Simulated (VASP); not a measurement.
Set up this calculation in VASP 6.6.1, as the native input.

- Task: single point
- Functional: PBE0
- Potentials or basis: VASP PAW PBE potentials, release 64 (Ca_sv, S)
- Cutoff: 400 eV
- k mesh: 6 × 6 × 6
- Occupations: gaussian, width 0.01 eV
- Spin: no spin polarisation
- Dipole correction: no
- Grid for exact exchange (PRECFOCK): Normal
- Further INCAR settings: ALGO = Normal; EDIFF = 1e-06; NBANDS = 15
- Share of exact exchange: 0.25

Crystal: CaS.

```xyz
2
Lattice="0.0000 2.8479 2.8479 2.8479 0.0000 2.8479 2.8479 2.8479 0.0000" Properties=species:S:1:pos:R:3 pbc="T T T"
Ca    0.0000    0.0000    0.0000
S     2.8479    2.8479    2.8479
```

One way to write it, as run:

POSCAR

```
CaS
1.0
    0.0000000000      2.8479451034      2.8479451034
    2.8479451034      0.0000000000      2.8479451034
    2.8479451034      2.8479451034      0.0000000000
Ca S
1 1
Direct
    0.0000000000      0.0000000000      0.0000000000
    0.5000000000      0.5000000000      0.5000000000
```

INCAR.step1

```
SYSTEM = CaS
PREC = Accurate
ENCUT = 400
EDIFF = 1E-5
ISMEAR = 0
SIGMA = 0.01
LREAL = .FALSE.
LASPH = .TRUE.
NELM = 120
ALGO = Normal
ISIF = 2
LWAVE = .TRUE.
LCHARG = .FALSE.
NBANDS = 15
GGA = PE
GGA_COMPAT = .FALSE.
```

INCAR.step2

```
SYSTEM = CaS
PREC = Accurate
ENCUT = 400
EDIFF = 1E-6
ISMEAR = 0
SIGMA = 0.01
LREAL = .FALSE.
LASPH = .TRUE.
NELM = 120
ALGO = Normal
ISIF = 2
LWAVE = .FALSE.
LCHARG = .FALSE.
GGA = PE
LHFCALC = .TRUE.
AEXX = 0.25
PRECFOCK = Normal
NBANDS = 15
ISTART = 1
GGA_COMPAT = .FALSE.
```

KPOINTS

```
Automatic mesh
0
G
  6 6 6
  0 0 0
```

Potentials or basis: VASP PAW PBE potentials, release 64 (Ca_sv, S).

Run with:

```sh
$ cat potpaw_PBE.64/Ca_sv/POTCAR potpaw_PBE.64/S/POTCAR > POTCAR
$ cp INCAR.step1 INCAR
$ mpirun -np 1 vasp_std > vasp.out
$ cp INCAR.step2 INCAR
$ mpirun -np 1 vasp_std > vasp.out
```

Results of the run:

```
Pressure               : 0.2 GPa
Band gap on the k mesh : 4.11 eV (least direct gap 5.04 eV)
```

Caveat: the PAW data sets were made with another functional, which shifts forces and pressure a little.

Run time: 16 min on 1 thread of Intel(R) Xeon(R) Platinum 8488C (Sapphire Rapids), on a shared host, peak memory 0.17 GiB.
